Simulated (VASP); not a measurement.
# BN (P1) in VASP: a series of runs

Runs on BN. Level: PBE. Tasks: single point.

All numbers are computed with VASP 6.6.1; they aren't measurements. Logs are shortened: lines on timing, memory, paths and dates and some standing lists are left out, and cuts for length are marked.

### Step 1. The cell of the first run

The typed cell holds 4 atoms: a = 2.563 Å, b = 2.563 Å, c = 4.439 Å, α = 73.22°, β = 73.22°, γ = 60.00°.

### Step 2. Single point, PBE (mode 4 frozen in at -0.068 Å and mode 5 at -0.085 Å (largest displacements))

Input file INCAR:

```
PREC = Accurate ; ENCUT = 520
EDIFF = 1E-7 ; ISMEAR = 0
SIGMA = 0.05 ; LREAL = False
LASPH = True ; NELM = 60
ALGO = Normal ; ISIF = 2
LWAVE = False ; LCHARG = True
GGA = PE ; LELF = True
LVHAR = True ; NBANDS = 16
```

Input file KPOINTS:

```
regular mesh
0
Gamma
  6 6 6
```

Input file POSCAR:

```
BN
1.0
    0.0000000000     -1.8123937734     -1.8123937734
   -1.8123937734      0.0000000000     -1.8123937734
    1.8123937734      1.8123937734     -3.6247875468
B N
2 2
Direct
    0.0301568533      0.0171726123      0.0000000000
    0.4698431467      0.4828273877      0.5000000000
    0.4058614778      0.3925738559      0.8750000000
    0.8441385222      0.8574261441      0.3750000000
```

Potentials or basis: VASP PAW PBE potentials, release 64 (B, N).

The run is started by

```sh
cat potpaw_PBE.64/B/POTCAR potpaw_PBE.64/N/POTCAR > POTCAR
mpirun -np 1 vasp_std > vasp.out
```

OUTCAR:

```text
PREC = Accurate
   ENCUT = 520
   EDIFF = 1E-7
   ISMEAR = 0
   LREAL = False
   LASPH = True
   NELM = 60
   ISIF = 2
   GGA = PE

 ion  position               nearest neighbor table
   1  0.030  0.017  0.000-   3 1.57   3 1.57   3 1.57   4 1.58
   2  0.470  0.483  0.500-   4 1.57   4 1.57   4 1.57   3 1.58
   3  0.406  0.393  0.875-   1 1.57   1 1.57   1 1.57   2 1.58
   4  0.844  0.857  0.375-   2 1.57   2 1.57   2 1.57   1 1.58

  LATTYP: Found a trigonal (rhomboedric) cell.
 ALAT       =     4.4394399578
 COS(alpha) =     0.8333333333

  Lattice vectors:

 A1 = (   1.8123937734,   3.6247875468,  -1.8123937734)
 A2 = (   3.6247875468,   1.8123937734,  -1.8123937734)
 A3 = (   1.8123937734,   1.8123937734,  -3.6247875468)

Analysis of symmetry for initial positions (statically):
=====================================================================
 Subroutine PRICEL returns:
 Original cell was already a primitive cell.

 Routine SETGRP: Setting up the symmetry group for a
 trigonal (rhombohedral) supercell.

 Subroutine GETGRP returns: Found  1 space group operations
 (whereof  1 operations were pure point group operations)
 out of a pool of 12 trial point group operations.

The static configuration has the point symmetry C_1 .

Analysis of symmetry for dynamics (positions and initial velocities):
=====================================================================
 Subroutine PRICEL returns:
 Original cell was already a primitive cell.

 Routine SETGRP: Setting up the symmetry group for a
 trigonal (rhombohedral) supercell.

 Subroutine GETGRP returns: Found  1 space group operations
 (whereof  1 operations were pure point group operations)
 out of a pool of 12 trial point group operations.

The dynamic configuration has the point symmetry C_1 .

 Subroutine INISYM returns: Found  1 space group operations
 (whereof  1 operations are pure point group operations),
 and found     1 'primitive' translations

----------------------------------------------------------------------------------------

                                     Primitive cell

  volume of cell :      23.8132

  direct lattice vectors                    reciprocal lattice vectors
[... 83 lines left out ...]
   ISTART =      0    job   : 0-new  1-cont  2-samecut
   ICHARG =      2    charge: 1-file 2-atom 10-const
   ISPIN  =      1    spin polarized calculation?
   LNONCOLLINEAR =      F non collinear calculations
   LSORBIT =      F    spin-orbit coupling
   LASPH  =      T    aspherical Exc in radial PAW
   ENCUT  =  520.0 eV  38.22 Ry    6.18 a.u.   4.77  4.77  8.25*2*pi/ulx,y,z
   NELM   =     60;   NELMIN=  2; NELMDL= -5     # of ELM steps
   EDIFF  = 0.1E-06   stopping-criterion for ELM
   LREAL  =      F    real-space projection
   EDIFFG = 0.1E-05   stopping-criterion for IOM
   NSW    =      0    number of steps for IOM
   IBRION =     -1    ionic relax: 0-MD 1-quasi-New 2-CG
   NFREE  =      0    steps in history (QN), initial steepest desc. (CG)
   ISIF   =      2    stress and relaxation
   ISYM   =      2    0-nonsym 1-usesym 2-fastsym
   POTIM  = 0.5000    time-step for ionic-motion
   TEBEG  =    0.0;   TEEND  =   0.0 temperature during run
   PSTRESS=    0.0 pullay stress
   NELECT =      16.0000    total number of electrons
   NUPDOWN=      -1.0000    fix difference up-down
   EMIN   =  10.00;   EMAX   =-10.00  energy-range for DOS
   EFERMI =   0.00;   METHOD = LEGACY
   ISMEAR =     0;   SIGMA  =   0.05  broadening in eV -4-tet -1-fermi 0-gaus
   EFERMI_NEDOS =   21; number of points for ismear=-14 and -15
   IALGO  =     38    algorithm
   IMIX   =      4    mixing-type and parameters
     AMIX     =   0.40;   BMIX     =  1.00
     AMIX_MAG =   1.60;   BMIX_MAG =  1.00
  volume/ion in A,a.u.               =       5.95        40.17
  Fermi-wavevector in a.u.,A,eV,Ry     =   1.433867  2.709616 27.973240  2.055975
  Thomas-Fermi vector in A             =   2.553338
   LORBIT       =      0    0 simple, 1 ext, 2 COOP (PROOUT), +10 PAW based schemes
   GGA     = PE    functional components
   LHFCALC =     F    Hartree Fock is set to
   AEXX    =    0.0000 exact exchange contribution
   IVDW    =     0    specifies the selected vdW correction
   LEPSILON=     F    determine dielectric tensor
   LRPA    =     F    only Hartree local field effects (RPA)
 non-spin polarized calculation
 Gauss-broadening in eV      SIGMA  =   0.05
  energy-cutoff  :      520.00
  volume of cell :       23.81
 maximum number of plane-waves:       663
   NGX =  9   NGY =  9   NGZ = 17

 number of electron      16.0000001 magnetization

 Free energy of the ion-electron system (eV)
  ---------------------------------------------------
  ext. energy  EPLUGINS =         0.00000000
  ---------------------------------------------------
  free energy    TOTEN  =       -34.65156936 eV

  energy without entropy =      -34.65156936  energy(sigma->0) =      -34.65156936

 E-fermi :   7.7145     XC(G=0): -12.7954

 val. band max:        7.4574380610   @ k =   0.0000   0.0000   0.0000
 cond. band min:      11.6865860222   @ k =   0.5000   0.5000   0.0000
 fundamental gap:      4.2291479612
 Fermi energy:         7.7145267920

 k-point     1 :       0.0000    0.0000    0.0000
  band No.  band energies     occupation
      1     -12.8228      2.00000
      2      -8.6253      2.00000
      3      -3.2705      2.00000
      4       5.4371      2.00000
      5       5.4760      2.00000
      6       7.1637      2.00000
[... 433 lines left out ...]
      3      -1.6682      2.00000
      4      -0.1762      2.00000
      5       1.2823      2.00000
      6       2.0410      2.00000
[... 8 lines left out ...]
     15      22.6949      0.00000
     16      23.6115      0.00000

 [... further k-points ...]
[... 5 lines left out ...]
  --------------------------------------------------------------------------------------
  -------------------------------------------------------------------------------------
  Total        0.2770777      0.0612852     -0.3997583      0.0484209     -0.1736594     -0.1344159
  in kB       18.6420824      4.1233338    -26.8961691      3.2578094    -11.6839930     -9.0436464
  external PRESSURE =      -1.3769176 kB  Pullay stress =       0.0000000 kB

 VOLUME and BASIS-vectors are now :
 -----------------------------------------------------------------------------
  energy-cutoff  :      520.00
  volume of cell :       23.81
      direct lattice vectors                 reciprocal lattice vectors
     0.000000000 -1.812393773 -1.812393773     0.137939119 -0.413817356 -0.137939119
    -1.812393773  0.000000000 -1.812393773    -0.413817356  0.137939119 -0.137939119
     1.812393773  1.812393773 -3.624787547     0.137939119  0.137939119 -0.137939119

 POSITION                                       TOTAL-FORCE (eV/Angst)
 -----------------------------------------------------------------------------------
     -0.03112     -0.05466     -0.08578         0.299114      0.504448      0.792427
      0.03112      0.05466     -3.53901        -0.270569     -0.493078     -0.764382
      0.87435      0.85026     -4.61877         0.377190      0.676946      1.041515
     -0.87435     -0.85026     -4.44320        -0.405736     -0.688316     -1.069560
 -----------------------------------------------------------------------------------
    total drift:                               -0.000059     -0.000065      0.000030

  FREE ENERGIE OF THE ION-ELECTRON SYSTEM (eV)
  ---------------------------------------------------
  free  energy   TOTEN  =       -34.6515693635 eV

  energy  without entropy=      -34.6515693635  energy(sigma->0) =      -34.65156936
```

OSZICAR:

```text
N       E                     dE             d eps       ncg     rms          rms(c)
DAV:   1     0.381183663349E+02    0.38118E+02   -0.84856E+03  3592   0.986E+02
DAV:   2    -0.342415838407E+02   -0.72360E+02   -0.67437E+02  5080   0.227E+02
DAV:   3    -0.365308514602E+02   -0.22893E+01   -0.22832E+01  4208   0.370E+01
DAV:   4    -0.365363093031E+02   -0.54578E-02   -0.54574E-02  4288   0.209E+00
DAV:   5    -0.365363247709E+02   -0.15468E-04   -0.15468E-04  4144   0.103E-01    0.938E+00
DAV:   6    -0.348007376516E+02    0.17356E+01   -0.22762E+00  4624   0.136E+01    0.444E+00
DAV:   7    -0.346790487934E+02    0.12169E+00   -0.31599E-01  4536   0.448E+00    0.274E+00
DAV:   8    -0.346528595425E+02    0.26189E-01   -0.51265E-02  4240   0.188E+00    0.268E-01
DAV:   9    -0.346513255710E+02    0.15340E-02   -0.19310E-03  4208   0.556E-01    0.132E-01
DAV:  10    -0.346515652678E+02   -0.23970E-03   -0.50647E-04  4512   0.176E-01    0.278E-02
DAV:  11    -0.346515678677E+02   -0.26000E-05   -0.34524E-05  4584   0.563E-02    0.139E-02
DAV:  12    -0.346515692833E+02   -0.14156E-05   -0.49932E-06  4224   0.227E-02    0.212E-03
DAV:  13    -0.346515693635E+02   -0.80216E-07   -0.11430E-07  2808   0.341E-03
   1 F= -.34651569E+02 E0= -.34651569E+02  d E =-.430656E-15
```

stdout:

```text
POSCAR found type information on POSCAR B N
 POSCAR found :  2 types and       4 ions
 scaLAPACK will be used
 LDA part: xc-table for (Slater+PW92), standard interpolation
 POSCAR, INCAR and KPOINTS ok, starting setup
 FFT: planning ... GRIDC
 FFT: planning ... GRID_SOFT
 FFT: planning ... GRID
 WAVECAR not read
 entering main loop
```

It took 89 s on 1 thread of AMD EPYC 7R13, shared host; peak memory 0.13 GiB.

What came out:

```yaml
Free_energy: -34.6516 eV
Pressure: -0.1 GPa
Largest_force: 1.335 eV/Å
Band_gap_on_the_k_mesh: 4.23 eV, indirect (least direct gap 6.20 eV)
```

Forces in eV/Å, atoms in the order of the input:
```
B    0.299  0.504  0.792
B   -0.271 -0.493 -0.764
N    0.377  0.677  1.042
N   -0.406 -0.688 -1.070
```

Levels at points of the mesh, in eV from the valence-band top:
```tsv
k point	band 5	band 6	band 7	band 8	band 9	band 10	band 11	band 12
(0.00, 0.00, 0.00)	-1.98	-0.29	-0.18	0.00	8.32	8.61	8.68	9.65
(0.50, 0.00, 0.00)	-5.43	-4.97	-3.71	-3.66	7.16	7.41	11.61	13.08
(0.00, 0.50, 0.00)	-5.39	-5.13	-3.67	-3.64	7.24	7.37	11.80	12.65
(0.50, 0.50, 0.50)	-5.46	-4.70	-3.79	-3.74	6.99	7.46	11.52	13.10
(0.50, 0.50, 0.00)	-5.00	-4.91	-2.09	-1.97	4.23	8.64	9.77	10.55
(0.00, 0.50, 0.50)	-5.00	-4.89	-2.24	-1.90	4.31	9.15	9.62	10.37
(0.50, 0.00, 0.50)	-4.98	-4.92	-2.20	-1.92	4.29	8.98	9.67	10.36
(0.00, 0.00, 0.50)	-1.44	-1.44	-1.05	-1.03	8.64	8.93	9.59	10.35
```

Caveat: the k points lie up to 0.48 Å⁻¹ apart; the cell differs from its parent crystal (mode 4 frozen in at -0.068 Å and mode 5 at -0.085 Å (largest displacements)); forces of over 1 eV/Å act on the atoms, so gaps and moduli don't describe the material at rest. A k mesh can miss the band edges.

[end of part 1 of 2]
